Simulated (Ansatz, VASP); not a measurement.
# As: VASP beside Ansatz

```
As
1.0
     1.82500   -5.50000    0.00000
     1.82500    5.50000    0.00000
     0.00000    0.00000    4.47000
As
4
Direct
  0.11000 0.89000 0.94000
  0.61000 0.39000 0.56000
  0.89000 0.11000 0.06000
  0.39000 0.61000 0.44000
```

Alike in both runs: task electric field gradients; functional PBE; k mesh 12 × 12 × 9; occupations fermi-dirac, width 0.05 eV; no spin polarisation.

|  | VASP | Ansatz |
| --- | --- | --- |
| version | VASP 6.6.1 | Ansatz 0.2.0 |
| potentials or method | VASP PAW PBE potentials, release 64 (As) | PAW with Ansatz's default frozen-core files, scalar-relativistic |
| plane-wave cutoff (eV) | 520 | 420 |
| valence electrons in the cell | 20 | 60 |

|  | VASP | Ansatz | Ansatz less VASP |
| --- | --- | --- | --- |
| pressure (GPa) | 3.3 | 3.0 | -0.32 |
| traceless stress, the component that is largest in VASP (GPa) | 0.87 | 0.89 | +0.023 |
| rms of the force components (eV/Å) | 0.092 | 0.072 | -0.0201 |
| size of Vzz on the site where it differs most (V/Å²) | 94.3 | 100.0 | +5.66 |

Atom by atom the forces differ by 0.037 eV/Å (rms over components). With one functional, cell and mesh, what is left measures potentials, basis and numerics. VASP's potentials hold 20 valence electrons a cell and Ansatz's 60, so a difference there can come from the potentials and not from the codes.
